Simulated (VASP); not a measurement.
Set up this calculation in VASP 6.6.1, as the native input.

| Quantity | Value |
| --- | --- |
| Task | relaxation of cell and atoms |
| Functional | PBE |
| Potentials or basis | VASP PAW PBE potentials, release 64 (Zr_sv, O) |
| Cutoff | 600 eV |
| k mesh | 8 × 8 × 8 |
| Occupations | gaussian, width 0.02 eV |
| Spin | no spin polarisation |
| Target pressure | -2 GPa |
| Dipole correction | no |
| Further INCAR settings | ALGO = Normal; EDIFF = 1e-07; IBRION = 2; EDIFFG = -0.008; NSW = 70; ISIF = 3 |

The structure of ZrO2 lies in POSCAR:

```
ZrO2
1.0
    0.0000000000      2.5743919111      2.5743919111
    2.5743919111      0.0000000000      2.5743919111
    2.5743919111      2.5743919111      0.0000000000
Zr O
1 2
Direct
    0.0000000000      0.0000000000      0.0000000000
    0.2500000000      0.2500000000      0.2500000000
    0.7500000000      0.7500000000      0.7500000000
```

These files were run (other wordings do the same):

INCAR

```
SYSTEM = ZrO2
PREC = Accurate
ENCUT = 600
EDIFF = 1E-7
ISMEAR = 0
SIGMA = 0.02
LREAL = .FALSE.
LASPH = .TRUE.
NELM = 120
ALGO = Normal
ISIF = 3
LWAVE = .FALSE.
LCHARG = .FALSE.
GGA = PE
IBRION = 2
NSW = 70
EDIFFG = -0.008
PSTRESS = -20.0
GGA_COMPAT = .FALSE.
NELMIN = 4
```

KPOINTS

```
regular mesh
0
G
  8 8 8
  0 0 0
```

Potentials or basis: VASP PAW PBE potentials, release 64 (Zr_sv, O).

Command:

```console
$ cat potpaw_PBE.64/Zr_sv/POTCAR potpaw_PBE.64/O/POTCAR > POTCAR
$ mpirun -np 1 vasp_std > vasp.out
```

Results of the run:

* Relaxed volume: 11.26 Å³/atom
* Relaxed cell: a = 3.628 Å, b = 3.628 Å, c = 3.628 Å, α = 60.00°, β = 60.00°, γ = 60.00°
* Space group after relaxing (to 0.05 Å): Fm-3m (No. 225)
* Energy change on relaxing (the enthalpy is what falls): -2.3 meV/atom
* Ionic steps: 3
* Pressure after relaxing: -2.0 GPa
* Band gap on the k mesh: 3.29 eV, indirect (least direct gap 3.71 eV)

Caveat: the cell is relaxed towards a set pressure, so the enthalpy falls and the energy may rise.

It took 68 s on 1 thread of Intel Xeon 6975P-C (shared host), peak memory 0.18 GiB.
